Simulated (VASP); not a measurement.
# AlGa3N4 (P1) in VASP: relaxation of cell and atoms with PBEsol

Aim: the relaxation of cell and atoms of AlGa3N4 with PBEsol.

Everything below comes from runs of VASP 6.6.1. Logs are shortened: lines on timing, memory, paths and dates and some standing lists are left out, and cuts for length are marked.

### 1 The cell of the first run

The typed cell holds 8 atoms: a = 4.468 Å, b = 4.468 Å, c = 4.468 Å, α = 90.00°, β = 90.00°, γ = 90.00°.

### 2 Relaxation of cell and atoms, PBEsol

The input, INCAR:

```
SYSTEM = AlGa3N4
PREC = Accurate
ENCUT = 600
EDIFF = 1E-6
ISMEAR = 0
SIGMA = 0.05
LREAL = .False.
LASPH = .True.
NELM = 80
ALGO = Normal
ISIF = 3
LWAVE = .False.
LCHARG = .False.
GGA = PS
IBRION = 2
NSW = 100
EDIFFG = -0.01
```

The input, KPOINTS:

```
Automatic mesh
0
Gamma
  6 6 6
  0 0 0
```

The input, POSCAR:

```
AlGa3N4
1.0
    4.4676279205      0.0000000000      0.0000000000
    0.0000000000      4.4676279205      0.0000000000
    0.0000000000      0.0000000000      4.4676279205
Al Ga N
1 3 4
Direct
    0.0077770138     -0.0020110774     -0.0205763884
    0.5022308920      0.4652803770      0.0208089632
    0.4983229347      0.0454196514      0.5505267901
    0.0102113377      0.5187839210      0.5045590932
    0.7252273180      0.7821947837      0.2311481348
    0.8005484899      0.2280441541      0.7412967108
    0.2424674082      0.7526760577      0.7454237230
    0.2132146056      0.2096121326      0.2268129732
```

Potentials or basis: VASP PAW PBE potentials, release 64 (Al, Ga_d, N).

On the command line:

```sh
$ cat potpaw_PBE.64/Al/POTCAR potpaw_PBE.64/Ga_d/POTCAR potpaw_PBE.64/N/POTCAR > POTCAR
$ mpirun -np 1 vasp_std > vasp.out
```

OUTCAR:

```text
SYSTEM = AlGa3N4
   PREC = Accurate
   ENCUT = 600
   EDIFF = 1E-6
   ISMEAR = 0
   LREAL = .False.
   LASPH = .True.
   NELM = 80
   ISIF = 3
   GGA = PS
   IBRION = 2
   NSW = 100
   EDIFFG = -0.01

 ion  position               nearest neighbor table
   1  0.008  0.998  0.979-   8 1.72   6 1.75   7 1.84   5 1.95   3 2.92   3 2.98   4 3.01   2 3.05
                             2 3.08
   2  0.502  0.465  0.021-   8 1.95   5 1.97   6 2.11   7 2.12   3 2.82   1 3.05   1 3.08
   3  0.498  0.045  0.551-   6 1.79   7 1.94   8 2.06   5 2.11   2 2.82   1 2.92   1 2.98
   4  0.010  0.519  0.505-   7 1.82   6 1.92   8 2.07   5 2.12   1 3.01
   5  0.725  0.782  0.231-   1 1.95   2 1.97   3 2.11   4 2.12
   6  0.801  0.228  0.741-   1 1.75   3 1.79   4 1.92   2 2.11
   7  0.242  0.753  0.745-   4 1.82   1 1.84   3 1.94   2 2.12
   8  0.213  0.210  0.227-   1 1.72   2 1.95   3 2.06   4 2.07

  LATTYP: Found a simple cubic cell.
 ALAT       =     4.4676279205

  Lattice vectors:

 A1 = (   4.4676279205,   0.0000000000,   0.0000000000)
 A2 = (   0.0000000000,   4.4676279205,   0.0000000000)
 A3 = (   0.0000000000,   0.0000000000,   4.4676279205)

Analysis of symmetry for initial positions (statically):
=====================================================================
 Subroutine PRICEL returns:
 Original cell was already a primitive cell.

 Routine SETGRP: Setting up the symmetry group for a
 simple cubic supercell.

 Subroutine GETGRP returns: Found  1 space group operations
 (whereof  1 operations were pure point group operations)
 out of a pool of 48 trial point group operations.

The static configuration has the point symmetry C_1 .

Analysis of symmetry for dynamics (positions and initial velocities):
=====================================================================
 Subroutine PRICEL returns:
 Original cell was already a primitive cell.

 Routine SETGRP: Setting up the symmetry group for a
 simple cubic supercell.

 Subroutine GETGRP returns: Found  1 space group operations
 (whereof  1 operations were pure point group operations)
 out of a pool of 48 trial point group operations.

The dynamic configuration has the point symmetry C_1 .

 Subroutine INISYM returns: Found  1 space group operations
 (whereof  1 operations are pure point group operations),
 and found     1 'primitive' translations

----------------------------------------------------------------------------------------

                                     Primitive cell

  volume of cell :      89.1725

  direct lattice vectors                    reciprocal lattice vectors
     4.467627921  0.000000000  0.000000000     0.223832427  0.000000000  0.000000000
     0.000000000  4.467627921  0.000000000     0.000000000  0.223832427  0.000000000
     0.000000000  0.000000000  4.467627921     0.000000000  0.000000000  0.223832427

  length of vectors
     4.467627921  4.467627921  4.467627921     0.223832427  0.223832427  0.223832427

  position of ions in fractional coordinates (direct lattice)
     0.007777014  0.997988923  0.979423612
     0.502230892  0.465280377  0.020808963
     0.498322935  0.045419651  0.550526790
     0.010211338  0.518783921  0.504559093
     0.725227318  0.782194784  0.231148135
     0.800548490  0.228044154  0.741296711
     0.242467408  0.752676058  0.745423723
     0.213214606  0.209612133  0.226812973

  ion indices of the primitive-cell ions
   primitive index   ion index
                 1           1
                 2           2
                 3           3
                 4           4
                 5           5
                 6           6
                 7           7
                 8           8

----------------------------------------------------------------------------------------

 KPOINTS: Automatic mesh

Automatic generation of k-mesh.
 Grid dimensions read from file:
 generate k-points for:    6    6    6

 Generating k-lattice:

  Cartesian coordinates                     Fractional coordinates (reciprocal lattice)
     0.037305404  0.000000000  0.000000000     0.166666667  0.000000000  0.000000000
     0.000000000  0.037305404  0.000000000     0.000000000  0.166666667  0.000000000
     0.000000000  0.000000000  0.037305404     0.000000000  0.000000000  0.166666667

  Length of vectors
     0.037305404  0.037305404  0.037305404

  Shift w.r.t. Gamma in fractional coordinates (k-lattice)
     0.000000000  0.000000000  0.000000000

 Subroutine IBZKPT returns following result:
 ===========================================

 Found    112 irreducible k-points:

 Following reciprocal coordinates:
            Coordinates               Weight
  0.000000  0.000000  0.000000      1.000000
  0.166667  0.000000  0.000000      2.000000
  0.000000  0.166667  0.000000      2.000000
  0.000000  0.000000  0.166667      2.000000
  0.333333  0.000000  0.000000      2.000000
  0.000000  0.333333  0.000000      2.000000
[... 16 lines left out ...]
  0.000000 -0.333333  0.166667      2.000000
 -0.166667  0.000000  0.333333      2.000000
 [... further k-points ...]
   k-points           NKPTS =    112   k-points in BZ     NKDIM =    112   number of bands    NBANDS=     37
   number of dos      NEDOS =    301   number of ions     NIONS =      8
   total plane-waves  NPLWV =  46656
   dimension x,y,z NGX =    36 NGY =   36 NGZ =   36
   dimension x,y,z NGXF=    72 NGYF=   72 NGZF=   72
   ions per type =               1   3   4
   NGX,Y,Z   is equivalent  to a cutoff of  13.40, 13.40, 13.40 a.u.
   NGXF,Y,Z  is equivalent  to a cutoff of  26.79, 26.79, 26.79 a.u.
 SYSTEM =  AlGa3N4
   PREC   = accura    normal or accurate (medium, high low for compatibility)
   ISTART =      0    job   : 0-new  1-cont  2-samecut
   ICHARG =      2    charge: 1-file 2-atom 10-const
   ISPIN  =      1    spin polarized calculation?
   LNONCOLLINEAR =      F non collinear calculations
   LSORBIT =      F    spin-orbit coupling
   LASPH  =      T    aspherical Exc in radial PAW
   ENCUT  =  600.0 eV  44.10 Ry    6.64 a.u.   8.92  8.92  8.92*2*pi/ulx,y,z
   NELM   =     80;   NELMIN=  2; NELMDL= -5     # of ELM steps
   EDIFF  = 0.1E-05   stopping-criterion for ELM
   LREAL  =      F    real-space projection
   EDIFFG = -.1E-01   stopping-criterion for IOM
   NSW    =    100    number of steps for IOM
   IBRION =      2    ionic relax: 0-MD 1-quasi-New 2-CG
   NFREE  =      1    steps in history (QN), initial steepest desc. (CG)
   ISIF   =      3    stress and relaxation
   ISYM   =      2    0-nonsym 1-usesym 2-fastsym
   POTIM  = 0.5000    time-step for ionic-motion
   TEBEG  =    0.0;   TEEND  =   0.0 temperature during run
   PSTRESS=    0.0 pullay stress
   NELECT =      62.0000    total number of electrons
   NUPDOWN=      -1.0000    fix difference up-down
   EMIN   =  10.00;   EMAX   =-10.00  energy-range for DOS
   EFERMI =   0.00;   METHOD = LEGACY
   ISMEAR =     0;   SIGMA  =   0.05  broadening in eV -4-tet -1-fermi 0-gaus
   EFERMI_NEDOS =   21; number of points for ismear=-14 and -15
   IALGO  =     38    algorithm
   IMIX   =      4    mixing-type and parameters
     AMIX     =   0.40;   BMIX     =  1.00
     AMIX_MAG =   1.60;   BMIX_MAG =  1.00
  volume/ion in A,a.u.               =      11.15        75.22
  Fermi-wavevector in a.u.,A,eV,Ry     =   1.450313  2.740694 28.618599  2.103408
  Thomas-Fermi vector in A             =   2.567939
   LORBIT       =      0    0 simple, 1 ext, 2 COOP (PROOUT), +10 PAW based schemes
   GGA     = PS    functional components
   LHFCALC =     F    Hartree Fock is set to
   AEXX    =    0.0000 exact exchange contribution
   IVDW    =     0    specifies the selected vdW correction
   LEPSILON=     F    determine dielectric tensor
   LRPA    =     F    only Hartree local field effects (RPA)
 conjugate gradient relaxation of ions
 non-spin polarized calculation
 Gauss-broadening in eV      SIGMA  =   0.05
  energy-cutoff  :      600.00
  volume of cell :       89.17
 maximum number of plane-waves:      3016
   NGX = 17   NGY = 17   NGZ = 17

--------------------------------------- Ionic step        1  -------------------------------------------

 number of electron      62.0000009 magnetization

 Free energy of the ion-electron system (eV)
  ---------------------------------------------------
  ext. energy  EPLUGINS =         0.00000000
  ---------------------------------------------------
  free energy    TOTEN  =       -52.81401307 eV

  energy without entropy =      -52.81401307  energy(sigma->0) =      -52.81401307

------------------------ aborting loop because EDIFF is reached ----------------------------------------

  FORCE on cell =-STRESS in cart. coord.  units (eV):
  Direction    XX          YY          ZZ          XY          YZ          ZX
  --------------------------------------------------------------------------------------
  -------------------------------------------------------------------------------------
  Total        2.8564574      1.0476303      2.9077274      2.7165678      1.7347161      3.9343418
  in kB       51.3224459     18.8229473     52.2436221     48.8090269     31.1679323     70.6889751
  external PRESSURE =      40.7963384 kB  Pullay stress =       0.0000000 kB
[... 107 lines left out ...]
  FREE ENERGIE OF THE ION-ELECTRON SYSTEM (eV)
  ---------------------------------------------------
  free  energy   TOTEN  =       -54.3423642577 eV

  energy  without entropy=      -54.3423642577  energy(sigma->0) =      -54.34236426

[... ionic steps 4 to 15 ...]

--------------------------------------- Ionic step       16  -------------------------------------------

 number of electron      61.9999961 magnetization

------------------------ aborting loop because EDIFF is reached ----------------------------------------

  FORCE on cell =-STRESS in cart. coord.  units (eV):
  Direction    XX          YY          ZZ          XY          YZ          ZX
  --------------------------------------------------------------------------------------
  -------------------------------------------------------------------------------------
  Total        0.0188543      0.0278886      0.0114347     -0.0258918     -0.0048632     -0.0070045
  in kB        0.3393992      0.5020257      0.2058371     -0.4660809     -0.0875427     -0.1260884
  external PRESSURE =       0.3490873 kB  Pullay stress =       0.0000000 kB
[... 69 lines left out ...]
  energy  without entropy=      -54.9747891996  energy(sigma->0) =      -54.97478920

--------------------------------------- Ionic step       18  -------------------------------------------

 number of electron      61.9999961 magnetization

 Free energy of the ion-electron system (eV)
  ---------------------------------------------------
  ext. energy  EPLUGINS =         0.00000000
  ---------------------------------------------------
  free energy    TOTEN  =       -54.97480832 eV

  energy without entropy =      -54.97480832  energy(sigma->0) =      -54.97480832

 E-fermi :   5.5646     XC(G=0): -11.7510

 val. band max:        5.3312459499   @ k =   0.0000   0.0000   0.0000
 cond. band min:       7.6504322357   @ k =   0.0000   0.0000   0.0000
 fundamental gap:      2.3191862859
 Fermi energy:         5.5645682923

 k-point     1 :       0.0000    0.0000    0.0000
  band No.  band energies     occupation
      1     -10.3678      2.00000
      2      -9.0628      2.00000
      3      -9.0614      2.00000
      4      -9.0612      2.00000
      5      -7.7836      2.00000
      6      -7.7620      2.00000
[... 949 lines left out ...]
     36      12.8082      0.00000
     37      13.4057      0.00000

 [... further k-points ...]

------------------------ aborting loop because EDIFF is reached ----------------------------------------

  FORCE on cell =-STRESS in cart. coord.  units (eV):
  Direction    XX          YY          ZZ          XY          YZ          ZX
  --------------------------------------------------------------------------------------
  -------------------------------------------------------------------------------------
  Total       -0.0316740     -0.0355928     -0.0280991      0.0070598      0.0121445      0.0096784
  in kB       -0.5699423     -0.6404567     -0.5056143      0.1270346      0.2185284      0.1741527
  external PRESSURE =      -0.5720044 kB  Pullay stress =       0.0000000 kB
[... 23 lines left out ...]
  FREE ENERGIE OF THE ION-ELECTRON SYSTEM (eV)
  ---------------------------------------------------
  free  energy   TOTEN  =       -54.9748083173 eV

  energy  without entropy=      -54.9748083173  energy(sigma->0) =      -54.97480832

 reached required accuracy - stopping structural energy minimisation
```

Wall time 80 min (1 thread of Oxide Virtual Turin-like, shared host); peak memory 0.46 GiB.

Results:

```
Free energy                           : -54.9748 eV
Relaxed volume                        : 11.13 Å³/atom
Relaxed cell                          : a = 4.465 Å, b = 4.466 Å, c = 4.465 Å, α = 90.01°, β = 90.00°, γ = 90.00°
Space group after relaxing (to 0.1 Å) : P-43m (No. 215)
Energy gained by relaxing             : 270.1 meV/atom
Ionic steps                           : 18
Pressure after relaxing               : -0.1 GPa
Largest force after relaxing          : 0.009 eV/Å
Band gap on the k mesh                : 2.32 eV
```

Forces in eV/Å, atoms in the order of the input:
```
Al  -0.002  0.000 -0.006
Ga  -0.002 -0.004 -0.007
Ga  -0.002  0.001  0.001
Ga   0.002 -0.004  0.000
N   -0.002  0.001  0.004
N   -0.004  0.004  0.003
N    0.006 -0.004 -0.001
N    0.003  0.005  0.007
```

The path:
```tsv
step	energy change (eV)	largest force (eV/Å)	pressure (GPa)	volume (Å³)
1	0.0000	5.4972	4.08	89.17
2	-1.2076	2.9172	-4.58	92.80
3	-1.5284	1.8887	-4.62	91.50
4	-1.9248	1.5082	2.07	88.07
5	-1.9300	1.3303	1.22	88.41
6	-2.0898	0.6567	0.71	88.66
7	-2.0947	0.6476	0.68	88.72
8	-2.1462	0.3689	-0.77	89.38
9	-2.1463	0.3693	-0.83	89.41
10	-2.1589	0.1257	0.31	88.88
11	-2.1590	0.1197	0.21	88.92
12	-2.1604	0.0423	-0.06	89.04
13	-2.1604	0.0372	0.01	89.03
14	-2.1607	0.0338	-0.06	89.05
15	-2.1607	0.0268	-0.06	89.05
16	-2.1608	0.0110	0.03	89.00
17	-2.1608	0.0111	0.09	88.99
18	-2.1608	0.0090	-0.06	89.04
```

Final structure:
```
Al Ga N
1.0
     4.46539   -0.00021   -0.00031
     0.00026    4.46567   -0.00037
     0.00003   -0.00010    4.46516
Al Ga N
1 3 4
Direct
  0.00000 0.00001 0.00005
  0.50001 0.50002 0.00005
  0.50001 0.99997 0.50000
  0.99998 0.50003 0.50000
  0.75500 0.75498 0.24498
  0.75503 0.24498 0.75495
  0.24496 0.75502 0.75501
  0.24501 0.24498 0.24497
```

Caveat: the PAW data sets were made with another functional, which shifts forces and pressure a little.
